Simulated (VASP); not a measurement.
# MgO (Fm-3m) in VASP: single point with PBE

Aim: the single point of MgO with PBE.

Program: VASP 6.6.1. These are calculated values, not measurements. Logs are shortened: lines on timing, memory, paths and dates and some standing lists are left out, and cuts for length are marked.

## (1) The cell of the first run

Symmetry: Fm-3m, No. 225, cubic system. Conventional cell: a = 4.253 Å, b = 4.253 Å, c = 4.253 Å, α = 90.00°, β = 90.00°, γ = 90.00°. Within 2.8 Å of Mg (site symmetry m-3m) lie 6 O at 2.13 Å. Within 2.8 Å of O (site symmetry m-3m) lie 6 Mg at 2.13 Å.

## (2) Single point, PBE

Contents of INCAR:

```
SYSTEM = MgO
PREC = Accurate
ENCUT = 520
EDIFF = 1E-7
ISMEAR = 0
SIGMA = 0.02
LREAL = .FALSE.
LASPH = .TRUE.
NELM = 100
ALGO = Normal
ISIF = 2
LWAVE = .FALSE.
LCHARG = .FALSE.
GGA = PE
NBANDS = 11
```

Contents of KPOINTS:

```
regular mesh
0
G
  10 10 10
  0 0 0
```

Contents of POSCAR:

```
MgO
1.0
    0.0000000000      2.1266944649      2.1266944649
    2.1266944649      0.0000000000      2.1266944649
    2.1266944649      2.1266944649      0.0000000000
Mg O
1 1
Direct
    0.5000000000      0.5000000000      0.5000000000
    0.0000000000      0.0000000000      0.0000000000
```

Potentials or basis: VASP PAW PBE potentials, release 64 (Mg, O).

On the command line:

```
cat potpaw_PBE.64/Mg/POTCAR potpaw_PBE.64/O/POTCAR > POTCAR
mpirun -np 1 vasp_std > vasp.out
```

OUTCAR:

```text
SYSTEM = MgO
   PREC = Accurate
   ENCUT = 520
   EDIFF = 1E-7
   ISMEAR = 0
   LREAL = .FALSE.
   LASPH = .TRUE.
   NELM = 100
   ISIF = 2
   GGA = PE

 ion  position               nearest neighbor table
   1  0.500  0.500  0.500-   2 2.13   2 2.13   2 2.13   2 2.13   2 2.13   2 2.13
   2  0.000  0.000  0.000-   1 2.13   1 2.13   1 2.13   1 2.13   1 2.13   1 2.13

  LATTYP: Found a face centered cubic cell.
 ALAT       =     4.2533889298

  Lattice vectors:

 A1 = (   0.0000000000,   2.1266944649,   2.1266944649)
 A2 = (   2.1266944649,   0.0000000000,   2.1266944649)
 A3 = (   2.1266944649,   2.1266944649,   0.0000000000)

Analysis of symmetry for initial positions (statically):
=====================================================================
 Subroutine PRICEL returns:
 Original cell was already a primitive cell.

 Routine SETGRP: Setting up the symmetry group for a
 face centered cubic supercell.

 Subroutine GETGRP returns: Found 48 space group operations
 (whereof 48 operations were pure point group operations)
 out of a pool of 48 trial point group operations.

The static configuration has the point symmetry O_h .

Analysis of symmetry for dynamics (positions and initial velocities):
=====================================================================
 Subroutine PRICEL returns:
 Original cell was already a primitive cell.

 Routine SETGRP: Setting up the symmetry group for a
 face centered cubic supercell.

 Subroutine GETGRP returns: Found 48 space group operations
 (whereof 48 operations were pure point group operations)
 out of a pool of 48 trial point group operations.

The dynamic configuration has the point symmetry O_h .

 Subroutine INISYM returns: Found 48 space group operations
 (whereof 48 operations are pure point group operations),
 and found     1 'primitive' translations

----------------------------------------------------------------------------------------

                                     Primitive cell

  volume of cell :      19.2374

  direct lattice vectors                    reciprocal lattice vectors
     0.000000000  2.126694465  2.126694465    -0.235106645  0.235106645  0.235106645
     2.126694465  0.000000000  2.126694465     0.235106645 -0.235106645  0.235106645
     2.126694465  2.126694465  0.000000000     0.235106645  0.235106645 -0.235106645

  length of vectors
     3.007600155  3.007600155  3.007600155     0.407216654  0.407216654  0.407216654

  position of ions in fractional coordinates (direct lattice)
     0.500000000  0.500000000  0.500000000
[... 88 lines left out ...]
   PSTRESS=    0.0 pullay stress
   NELECT =       8.0000    total number of electrons
   NUPDOWN=      -1.0000    fix difference up-down
   EMIN   =  10.00;   EMAX   =-10.00  energy-range for DOS
   EFERMI =   0.00;   METHOD = LEGACY
   ISMEAR =     0;   SIGMA  =   0.02  broadening in eV -4-tet -1-fermi 0-gaus
   EFERMI_NEDOS =   21; number of points for ismear=-14 and -15
   IALGO  =     38    algorithm
   IMIX   =      4    mixing-type and parameters
     AMIX     =   0.40;   BMIX     =  1.00
     AMIX_MAG =   1.60;   BMIX_MAG =  1.00
  volume/ion in A,a.u.               =       9.62        64.91
  Fermi-wavevector in a.u.,A,eV,Ry     =   1.221958  2.309166 20.315976  1.493182
  Thomas-Fermi vector in A             =   2.357122
   LORBIT       =      0    0 simple, 1 ext, 2 COOP (PROOUT), +10 PAW based schemes
   GGA     = PE    functional components
   LHFCALC =     F    Hartree Fock is set to
   AEXX    =    0.0000 exact exchange contribution
   IVDW    =     0    specifies the selected vdW correction
   LEPSILON=     F    determine dielectric tensor
   LRPA    =     F    only Hartree local field effects (RPA)
 non-spin polarized calculation
 Gauss-broadening in eV      SIGMA  =   0.02
  energy-cutoff  :      520.00
  volume of cell :       19.24
 maximum number of plane-waves:       534
 NGX is ok and might be reduce to    24
   NGX = 11   NGY = 11   NGZ = 11

 number of electron       8.0000004 magnetization

 Free energy of the ion-electron system (eV)
  ---------------------------------------------------
  ext. energy  EPLUGINS =         0.00000000
  ---------------------------------------------------
  free energy    TOTEN  =       -11.91170611 eV

  energy without entropy =      -11.91170611  energy(sigma->0) =      -11.91170611

 E-fermi :   3.1689     XC(G=0): -10.9407

 val. band max:        2.9704547877   @ k =   0.0000   0.0000   0.0000
 cond. band min:       7.4171629563   @ k =   0.0000   0.0000   0.0000
 fundamental gap:      4.4467081686
 Fermi energy:         3.1689044076

 k-point     1 :       0.0000    0.0000    0.0000
  band No.  band energies     occupation
      1     -14.1454      2.00000
      2       2.9705      2.00000
      3       2.9705      2.00000
      4       2.9705      2.00000
      5       7.4172      0.00000
      6      18.6040      0.00000
      7      18.6040      0.00000
      8      18.6040      0.00000
      9      22.4443      0.00000
     10      24.1848      0.00000
     11      24.1848      0.00000
[... 309 lines left out ...]
 k-point    24 :       0.4000    0.3000    0.0000
  band No.  band energies     occupation
      1     -12.9733      2.00000
      2      -0.5100      2.00000
      3       1.7095      2.00000
      4       1.9209      2.00000
      5      12.2566      0.00000
      6      13.0552      0.00000
      7      16.2627      0.00000
      8      20.7659      0.00000
      9      20.9675      0.00000
     10      27.4983      0.00000
     11      29.3650      0.00000

 [... further k-points ...]

------------------------ aborting loop because EDIFF is reached ----------------------------------------

  FORCE on cell =-STRESS in cart. coord.  units (eV):
  Direction    XX          YY          ZZ          XY          YZ          ZX
  --------------------------------------------------------------------------------------
  -------------------------------------------------------------------------------------
  Total       -0.0826983     -0.0826983     -0.0826983      0.0000000     -0.0000000      0.0000000
  in kB       -6.8875017     -6.8875017     -6.8875017      0.0000000     -0.0000000      0.0000000
  external PRESSURE =      -6.8875017 kB  Pullay stress =       0.0000000 kB

 VOLUME and BASIS-vectors are now :
 -----------------------------------------------------------------------------
  energy-cutoff  :      520.00
  volume of cell :       19.24
      direct lattice vectors                 reciprocal lattice vectors
     0.000000000  2.126694465  2.126694465    -0.235106645  0.235106645  0.235106645
     2.126694465  0.000000000  2.126694465     0.235106645 -0.235106645  0.235106645
     2.126694465  2.126694465  0.000000000     0.235106645  0.235106645 -0.235106645

 POSITION                                       TOTAL-FORCE (eV/Angst)
 -----------------------------------------------------------------------------------
      2.12669      2.12669      2.12669        -0.000000     -0.000000      0.000000
      0.00000      0.00000      0.00000         0.000000      0.000000     -0.000000
 -----------------------------------------------------------------------------------
    total drift:                                0.000000     -0.000000     -0.000000

  FREE ENERGIE OF THE ION-ELECTRON SYSTEM (eV)
  ---------------------------------------------------
  free  energy   TOTEN  =       -11.9117061090 eV

  energy  without entropy=      -11.9117061090  energy(sigma->0) =      -11.91170611
```

OSZICAR:

```text
N       E                     dE             d eps       ncg     rms          rms(c)
DAV:   1     0.102362434311E+02    0.10236E+02   -0.38622E+03  1058   0.637E+02
DAV:   2    -0.130084768596E+02   -0.23245E+02   -0.22405E+02  1267   0.120E+02
DAV:   3    -0.134676796526E+02   -0.45920E+00   -0.45854E+00  1260   0.145E+01
DAV:   4    -0.134684150489E+02   -0.73540E-03   -0.73537E-03  1127   0.720E-01
DAV:   5    -0.134684173774E+02   -0.23286E-05   -0.23285E-05  1208   0.400E-02    0.719E+00
DAV:   6    -0.119311111097E+02    0.15373E+01   -0.89952E+00  1070   0.163E+01    0.227E+00
DAV:   7    -0.119177425749E+02    0.13369E-01   -0.60550E-02  1121   0.216E+00    0.135E+00
DAV:   8    -0.119121397325E+02    0.56028E-02   -0.29949E-02  1082   0.193E+00    0.250E-01
DAV:   9    -0.119117265092E+02    0.41322E-03   -0.61092E-04  1175   0.173E-01    0.141E-01
DAV:  10    -0.119117039851E+02    0.22524E-04   -0.53354E-04  1142   0.171E-01    0.811E-03
DAV:  11    -0.119117062639E+02   -0.22788E-05   -0.30136E-06  1172   0.139E-02    0.593E-03
DAV:  12    -0.119117061203E+02    0.14363E-06   -0.68536E-07  1175   0.619E-03    0.614E-04
DAV:  13    -0.119117061090E+02    0.11329E-07   -0.67831E-08   610   0.148E-03
   1 F= -.11911706E+02 E0= -.11911706E+02  d E =-.589726E-47
```

stdout:

```text
POSCAR found type information on POSCAR MgO
 POSCAR found :  2 types and       2 ions
 scaLAPACK will be used
 LDA part: xc-table for (Slater+PW92), standard interpolation
 POSCAR, INCAR and KPOINTS ok, starting setup
 FFT: planning ... GRIDC
 FFT: planning ... GRID_SOFT
 FFT: planning ... GRID
 WAVECAR not read
 entering main loop
```

Run time: 14 s. Hardware: 1 thread of Intel Xeon 8259CL, shared host; peak memory 0.14 GiB.

Results:

```
Free energy            : -11.9117 eV
Pressure               : -0.7 GPa
Band gap on the k mesh : 4.45 eV
```
